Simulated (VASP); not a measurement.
# FeO (Fm-3m) in VASP: further runs

The runs below take FeO through single point, with PBE.

Everything below comes from runs of VASP 6.6.1. Logs are shortened: lines on timing, memory, paths and dates and some standing lists are left out, and cuts for length are marked.

## (1) The cell of the first run

Symmetry: Fm-3m, No. 225, cubic system. Conventional cell: a = 4.223 Å, b = 4.223 Å, c = 4.223 Å, α = 90.00°, β = 90.00°, γ = 90.00°. Fe (site symmetry m-3m) has 6 O at 2.11 Å within 2.8 Å. Within 2.8 Å of O (site symmetry m-3m) lie 6 Fe at 2.11 Å.

## (2) Single point, PBE, collinear spin, ferromagnetic start

INCAR

```
SYSTEM = FeO
PREC = Accurate
ENCUT = 600
EDIFF = 1E-6
ISMEAR = -1
SIGMA = 0.05
LREAL = .FALSE.
LASPH = .TRUE.
NELM = 200
ALGO = Normal
ISIF = 2
LWAVE = .FALSE.
LCHARG = .FALSE.
ISPIN = 2
MAGMOM = 3 0
LORBIT = 11
LMAXMIX = 4
GGA = PE
NBANDS = 22
GGA_COMPAT = .FALSE.
```

KPOINTS

```
regular mesh
0
G
  11 11 11
  0 0 0
```

POSCAR

```
FeO
1.0
    0.0000000000      2.1114000555      2.1114000555
    2.1114000555      0.0000000000      2.1114000555
    2.1114000555      2.1114000555      0.0000000000
Fe O
1 1
Direct
    0.0000000000      0.0000000000      0.0000000000
    0.5000000000      0.5000000000      0.5000000000
```

Potentials or basis: VASP PAW PBE potentials, release 64 (Fe_sv, O).

Started as:

```
$ cat potpaw_PBE.64/Fe_sv/POTCAR potpaw_PBE.64/O/POTCAR > POTCAR
$ mpirun -np 1 vasp_std > vasp.out
```

OUTCAR:

```text
SYSTEM = FeO
   PREC = Accurate
   ENCUT = 600
   EDIFF = 1E-6
   ISMEAR = -1
   LREAL = .FALSE.
   LASPH = .TRUE.
   NELM = 200
   ISIF = 2
   ISPIN = 2
   LORBIT = 11
   GGA = PE

 ion  position               nearest neighbor table
   1  0.000  0.000  0.000-   2 2.11   2 2.11   2 2.11   2 2.11   2 2.11   2 2.11
   2  0.500  0.500  0.500-   1 2.11   1 2.11   1 2.11   1 2.11   1 2.11   1 2.11

  LATTYP: Found a face centered cubic cell.
 ALAT       =     4.2228001110

  Lattice vectors:

 A1 = (   0.0000000000,   2.1114000555,   2.1114000555)
 A2 = (   2.1114000555,   0.0000000000,   2.1114000555)
 A3 = (   2.1114000555,   2.1114000555,   0.0000000000)

Analysis of symmetry for initial positions (statically):
=====================================================================
 Subroutine PRICEL returns:
 Original cell was already a primitive cell.

 Routine SETGRP: Setting up the symmetry group for a
 face centered cubic supercell.

 Subroutine GETGRP returns: Found 48 space group operations
 (whereof 48 operations were pure point group operations)
 out of a pool of 48 trial point group operations.

The static configuration has the point symmetry O_h .

Analysis of symmetry for dynamics (positions and initial velocities):
=====================================================================
 Subroutine PRICEL returns:
 Original cell was already a primitive cell.

 Routine SETGRP: Setting up the symmetry group for a
 face centered cubic supercell.

 Subroutine GETGRP returns: Found 48 space group operations
 (whereof 48 operations were pure point group operations)
 out of a pool of 48 trial point group operations.

The dynamic configuration has the point symmetry O_h .

Analysis of structural, dynamic, and magnetic symmetry:
=====================================================================
 Subroutine PRICEL returns:
 Original cell was already a primitive cell.

 Routine SETGRP: Setting up the symmetry group for a
 face centered cubic supercell.

 Subroutine GETGRP returns: Found 48 space group operations
 (whereof 48 operations were pure point group operations)
 out of a pool of 48 trial point group operations.

The overall configuration has the point symmetry O_h .

 Subroutine INISYM returns: Found 48 space group operations
 (whereof 48 operations are pure point group operations),
 and found     1 'primitive' translations

----------------------------------------------------------------------------------------

                                     Primitive cell

  volume of cell :      18.8253

  direct lattice vectors                    reciprocal lattice vectors
     0.000000000  2.111400055  2.111400055    -0.236809694  0.236809694  0.236809694
     2.111400055  0.000000000  2.111400055     0.236809694 -0.236809694  0.236809694
     2.111400055  2.111400055  0.000000000     0.236809694  0.236809694 -0.236809694

  length of vectors
     2.985970594  2.985970594  2.985970594     0.410166421  0.410166421  0.410166421

  position of ions in fractional coordinates (direct lattice)
     0.000000000  0.000000000  0.000000000
     0.500000000  0.500000000  0.500000000

  ion indices of the primitive-cell ions
   primitive index   ion index
                 1           1
                 2           2

----------------------------------------------------------------------------------------

 KPOINTS: regular mesh

Automatic generation of k-mesh.
 Grid dimensions read from file:
 generate k-points for:   11   11   11

 Generating k-lattice:

  Cartesian coordinates                     Fractional coordinates (reciprocal lattice)
    -0.021528154  0.021528154  0.021528154     0.090909091  0.000000000  0.000000000
     0.021528154 -0.021528154  0.021528154     0.000000000  0.090909091  0.000000000
     0.021528154  0.021528154 -0.021528154     0.000000000  0.000000000  0.090909091

  Length of vectors
     0.037287856  0.037287856  0.037287856

  Shift w.r.t. Gamma in fractional coordinates (k-lattice)
     0.000000000  0.000000000  0.000000000

 Subroutine IBZKPT returns following result:
 ===========================================

 Found     56 irreducible k-points:

 Following reciprocal coordinates:
            Coordinates               Weight
  0.000000  0.000000  0.000000      1.000000
  0.090909  0.000000  0.000000      8.000000
  0.181818  0.000000  0.000000      8.000000
  0.272727  0.000000  0.000000      8.000000
  0.363636  0.000000  0.000000      8.000000
  0.454545  0.000000  0.000000      8.000000
[... 16 lines left out ...]
 -0.272727  0.181818  0.000000     24.000000
 -0.181818  0.181818  0.000000     12.000000
 [... further k-points ...]
   k-points           NKPTS =     56   k-points in BZ     NKDIM =     56   number of bands    NBANDS=     22
   number of dos      NEDOS =    301   number of ions     NIONS =      2
   total plane-waves  NPLWV =  13824
   dimension x,y,z NGX =    24 NGY =   24 NGZ =   24
   dimension x,y,z NGXF=    48 NGYF=   48 NGZF=   48
   ions per type =               1   1
   NGX,Y,Z   is equivalent  to a cutoff of  13.36, 13.36, 13.36 a.u.
   NGXF,Y,Z  is equivalent  to a cutoff of  26.72, 26.72, 26.72 a.u.
 SYSTEM =  FeO
   PREC   = accura    normal or accurate (medium, high low for compatibility)
   ISTART =      0    job   : 0-new  1-cont  2-samecut
   ICHARG =      2    charge: 1-file 2-atom 10-const
   ISPIN  =      2    spin polarized calculation?
   LNONCOLLINEAR =      F non collinear calculations
   LSORBIT =      F    spin-orbit coupling
   LASPH  =      T    aspherical Exc in radial PAW
   ENCUT  =  600.0 eV  44.10 Ry    6.64 a.u.   5.96  5.96  5.96*2*pi/ulx,y,z
   NELM   =    200;   NELMIN=  2; NELMDL= -5     # of ELM steps
   EDIFF  = 0.1E-05   stopping-criterion for ELM
   LREAL  =      F    real-space projection
   EDIFFG = 0.1E-04   stopping-criterion for IOM
   NSW    =      0    number of steps for IOM
   IBRION =     -1    ionic relax: 0-MD 1-quasi-New 2-CG
   NFREE  =      0    steps in history (QN), initial steepest desc. (CG)
   ISIF   =      2    stress and relaxation
   ISYM   =      2    0-nonsym 1-usesym 2-fastsym
   POTIM  = 0.5000    time-step for ionic-motion
   TEBEG  =    0.0;   TEEND  =   0.0 temperature during run
   PSTRESS=    0.0 pullay stress
   NELECT =      22.0000    total number of electrons
   NUPDOWN=      -1.0000    fix difference up-down
   EMIN   =  10.00;   EMAX   =-10.00  energy-range for DOS
   EFERMI =   0.00;   METHOD = LEGACY
   ISMEAR =    -1;   SIGMA  =   0.05  broadening in eV -4-tet -1-fermi 0-gaus
   EFERMI_NEDOS =   21; number of points for ismear=-14 and -15
   IALGO  =     38    algorithm
   IMIX   =      4    mixing-type and parameters
     AMIX     =   0.40;   BMIX     =  1.00
     AMIX_MAG =   1.60;   BMIX_MAG =  1.00
  volume/ion in A,a.u.               =       9.41        63.52
  Fermi-wavevector in a.u.,A,eV,Ry     =   1.724389  3.258622 40.457152  2.973517
  Thomas-Fermi vector in A             =   2.800087
   LORBIT       =     11    0 simple, 1 ext, 2 COOP (PROOUT), +10 PAW based schemes
   GGA     = PE    functional components
   LHFCALC =     F    Hartree Fock is set to
   AEXX    =    0.0000 exact exchange contribution
   IVDW    =     0    specifies the selected vdW correction
   LEPSILON=     F    determine dielectric tensor
   LRPA    =     F    only Hartree local field effects (RPA)
 spin polarized calculation
  energy-cutoff  :      600.00
  volume of cell :       18.83
 maximum number of plane-waves:       639
   NGX = 11   NGY = 11   NGZ = 11

 number of electron      22.0000002 magnetization       3.9981499

 Free energy of the ion-electron system (eV)
  ---------------------------------------------------
  ext. energy  EPLUGINS =         0.00000000
  ---------------------------------------------------
  free energy    TOTEN  =       -14.99677315 eV

  energy without entropy =      -14.98594712  energy(sigma->0) =      -14.99136014

 E-fermi :  10.7165     XC(G=0): -12.8937

 val. band max:       10.7155847772   @ k =  -0.3636   0.2727   0.0909
 cond. band min:      10.7347630647   @ k =  -0.1818   0.0909   0.0000
 fundamental gap:      0.0191782874
 Fermi energy:        10.7165132593

 spin component 1

 k-point     1 :       0.0000    0.0000    0.0000
  band No.  band energies     occupation
      1     -79.1718      1.00000
      2     -45.1936      1.00000
      3     -45.1936      1.00000
      4     -45.1936      1.00000
      5     -10.5845      1.00000
      6       6.6243      1.00000
[... 14 lines left out ...]
     21      32.4583      0.00000
     22      35.1690      0.00000

 k-point     2 :       0.0909    0.0000    0.0000
  band No.  band energies     occupation
      1     -79.1713      1.00000
      2     -45.1998      1.00000
      3     -45.1946      1.00000
      4     -45.1946      1.00000
      5     -10.4929      1.00000
      6       5.7215      1.00000
[... 14 lines left out ...]
     21      33.3328      0.00000
     22      36.6634      0.00000

 k-point     3 :       0.1818    0.0000    0.0000
  band No.  band energies     occupation
      1     -79.1697      1.00000
      2     -45.2150      1.00000
      3     -45.1968      1.00000
      4     -45.1968      1.00000
      5     -10.2375      1.00000
      6       4.4004      1.00000
[... 14 lines left out ...]
     21      35.4743      0.00000
     22      38.9702      0.00000
[... 476 lines left out ...]
 k-point    23 :      -0.2727    0.1818    0.0000
  band No.  band energies     occupation
      1     -79.1652      1.00000
      2     -45.2440      1.00000
      3     -45.2164      1.00000
      4     -45.2013      1.00000
      5      -9.4996      1.00000
      6       2.4027      1.00000
[... 14 lines left out ...]
     21      37.8358      0.00000
     22      39.7677      0.00000

 k-point    24 :      -0.1818    0.1818    0.0000
  band No.  band energies     occupation
      1     -79.1669      1.00000
      2     -45.2323      1.00000
      3     -45.2106      1.00000
      4     -45.1984      1.00000
      5      -9.7922      1.00000
      6       3.0042      1.00000
[... 14 lines left out ...]
     21      38.0528      0.00000
     22      39.7491      0.00000

 [... further k-points ...]

 spin component 2

 k-point     1 :       0.0000    0.0000    0.0000
  band No.  band energies     occupation
      1     -75.0125      1.00000
      2     -41.1282      1.00000
      3     -41.1282      1.00000
      4     -41.1282      1.00000
      5     -10.0365      1.00000
      6       7.2014      1.00000
[... 14 lines left out ...]
     21      34.0815      0.00000
     22      36.3389      0.00000

 k-point     2 :       0.0909    0.0000    0.0000
  band No.  band energies     occupation
      1     -75.0118      1.00000
      2     -41.1357      1.00000
      3     -41.1293      1.00000
      4     -41.1293      1.00000
      5      -9.9432      1.00000
      6       6.5410      1.00000
[... 14 lines left out ...]
     21      34.7996      0.00000
     22      37.9833      0.00000

 k-point     3 :       0.1818    0.0000    0.0000
  band No.  band energies     occupation
      1     -75.0100      1.00000
      2     -41.1547      1.00000
      3     -41.1318      1.00000
      4     -41.1318      1.00000
      5      -9.6828      1.00000
      6       5.2285      1.00000
[... 14 lines left out ...]
     21      36.5874      0.00000
     22      40.3164      0.00000
[... 476 lines left out ...]
 k-point    23 :      -0.2727    0.1818    0.0000
  band No.  band energies     occupation
      1     -75.0045      1.00000
      2     -41.1909      1.00000
      3     -41.1559      1.00000
      4     -41.1372      1.00000
      5      -8.9243      1.00000
      6       3.2446      1.00000
[... 14 lines left out ...]
     21      38.4819      0.00000
     22      40.5920      0.00000

 k-point    24 :      -0.1818    0.1818    0.0000
  band No.  band energies     occupation
      1     -75.0067      1.00000
      2     -41.1763      1.00000
      3     -41.1487      1.00000
      4     -41.1337      1.00000
      5      -9.2261      1.00000
      6       3.8886      1.00000
[... 14 lines left out ...]
     21      38.8496      0.00000
     22      40.5729      0.00000

 [... further k-points ...]

------------------------ aborting loop because EDIFF is reached ----------------------------------------

  FORCE on cell =-STRESS in cart. coord.  units (eV):
  Direction    XX          YY          ZZ          XY          YZ          ZX
  --------------------------------------------------------------------------------------
  -------------------------------------------------------------------------------------
  Total        1.2176857      1.2176857      1.2176857      0.0000000      0.0000000     -0.0000000
  in kB      103.6344676    103.6344676    103.6344676      0.0000000      0.0000000     -0.0000000
  external PRESSURE =     103.6344676 kB  Pullay stress =       0.0000000 kB

 VOLUME and BASIS-vectors are now :
 -----------------------------------------------------------------------------
  energy-cutoff  :      600.00
  volume of cell :       18.83
      direct lattice vectors                 reciprocal lattice vectors
     0.000000000  2.111400055  2.111400055    -0.236809694  0.236809694  0.236809694
     2.111400055  0.000000000  2.111400055     0.236809694 -0.236809694  0.236809694
     2.111400055  2.111400055  0.000000000     0.236809694  0.236809694 -0.236809694

 POSITION                                       TOTAL-FORCE (eV/Angst)
 -----------------------------------------------------------------------------------
      0.00000      0.00000      0.00000         0.000000      0.000000      0.000000
      2.11140      2.11140      2.11140        -0.000000     -0.000000      0.000000
 -----------------------------------------------------------------------------------
    total drift:                                0.000000     -0.000000     -0.000000

  FREE ENERGIE OF THE ION-ELECTRON SYSTEM (eV)
  ---------------------------------------------------
  free  energy   TOTEN  =       -14.9967731506 eV

  energy  without entropy=      -14.9859471210  energy(sigma->0) =      -14.99136014

 total charge

# of ion       s       p       d       tot
------------------------------------------
    1        2.108   6.004   5.528  13.640
    2        1.553   3.475   0.000   5.028
--------------------------------------------------
tot          3.661   9.479   5.528  18.668

 magnetization (x)

# of ion       s       p       d       tot
------------------------------------------
    1        0.016   0.011   3.444   3.470
    2        0.033   0.277   0.000   0.309
--------------------------------------------------
tot          0.048   0.288   3.444   3.779
```

It took 27 s on 1 thread of Intel Xeon Platinum 8375C at 2.90GHz (Ice Lake), shared host; peak memory 0.17 GiB.

Results:

```
Free energy                                           : -14.9968 eV
Pressure                                              : 10.4 GPa
Band gap on the k mesh                                : zero (filled and empty bands overlap)
Net moment                                            : 4.00 μB per cell
Site moments                                          : Fe +3.47; O +0.31 μB
Valence electrons inside the program's atomic spheres : Fe 13.64; O 5.03
```

Levels at points of the mesh, in eV from the Fermi level:
Spin up:
```csv
k point,band 9,band 10,band 11,band 12,band 13,band 14,band 15,band 16,band 17,band 18
"(0.00, 0.00, 0.00)",-3.94,-3.94,-3.94,-3.69,-3.69,0.39,15.45,17.49,17.49,17.49
```
Spin down:
| k point | band 6 | band 7 | band 8 | band 9 | band 10 | band 11 | band 12 | band 13 |
| --- | --- | --- | --- | --- | --- | --- | --- | --- |
| (0.00, 0.00, 0.00) | -3.52 | -3.52 | -3.52 | -0.82 | -0.82 | -0.82 | 0.19 | 0.19 |

Caveat: a cell with one magnetic atom can't hold antiferromagnetic order, which such compounds often take; semilocal functionals often make such compounds metallic where correlation or magnetic order opens a gap, which also shifts bond lengths. With open d or f shells a metallic result of PBE can be an artefact of self-interaction; +U or a hybrid may open a gap.

(Part 1 of 3 ends here.)
